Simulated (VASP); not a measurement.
Wanted: the native input for a VASP 6.6.1 run.

| Property | Result |
| --- | --- |
| Task | electric field gradients |
| Functional | PBE |
| Potentials or basis | VASP PAW PBE potentials, release 64 (In_d, F) |
| Cutoff | 520 eV |
| k mesh | 13 × 13 × 13 |
| Occupations | fermi-dirac, width 0.05 eV |
| Spin | no spin polarisation |
| Dipole correction | no |
| Further INCAR settings | ALGO = Normal; EDIFF = 1e-08; NBANDS = 17 |

The structure of InF (zincblende type) lies in POSCAR:

```
InF
1.0
    0.0000000000      3.0044857676      3.0044857676
    3.0044857676      0.0000000000      3.0044857676
    3.0044857676      3.0044857676      0.0000000000
In F
1 1
Direct
    0.0000000000      0.0000000000      0.0000000000
    0.2500000000      0.2500000000      0.2500000000
```

One way to write it, as run:

INCAR

```
SYSTEM = InF
PREC     = Accurate       ! precision mode
ENCUT    = 520            ! plane-wave cutoff, eV
EDIFF    = 1E-8           ! SCF threshold, eV
ISMEAR   = -1             ! smearing method
SIGMA    = 0.05           ! smearing width, eV
LREAL    = .FALSE.        ! projectors in reciprocal space
LASPH    = .TRUE.         ! aspherical terms in the spheres
NELM     = 100            ! most SCF steps
ALGO     = Normal         ! electronic algorithm
ISIF     = 2              ! what is computed and relaxed
LWAVE    = .FALSE.        ! write WAVECAR
LCHARG   = .FALSE.        ! write CHGCAR
GGA      = PE             ! functional
LEFG     = .TRUE.       
NBANDS   = 17             ! bands
```

KPOINTS

```
regular mesh
0
G
  13 13 13
  0 0 0
```

Potentials or basis: VASP PAW PBE potentials, release 64 (In_d, F).

The run is started by

```sh
$ cat potpaw_PBE.64/In_d/POTCAR potpaw_PBE.64/F/POTCAR > POTCAR
$ mpirun -np 1 vasp_std > vasp.out
```

Results of the run:

```
Pressure               : -0.1 GPa
Band gap on the k mesh : 1.92 eV, direct
```

Caveat: without QUAD_EFG the Cq values of the log hold for a quadrupole moment of 1 mb, not for the nuclei; spin-orbit coupling is left out, which moves the levels of the heavy elements.

Run time: 120 s on 1 thread of AMD EPYC 7R43 64-Core Processor (Zen 3), with other jobs on the host, peak memory 0.18 GiB.
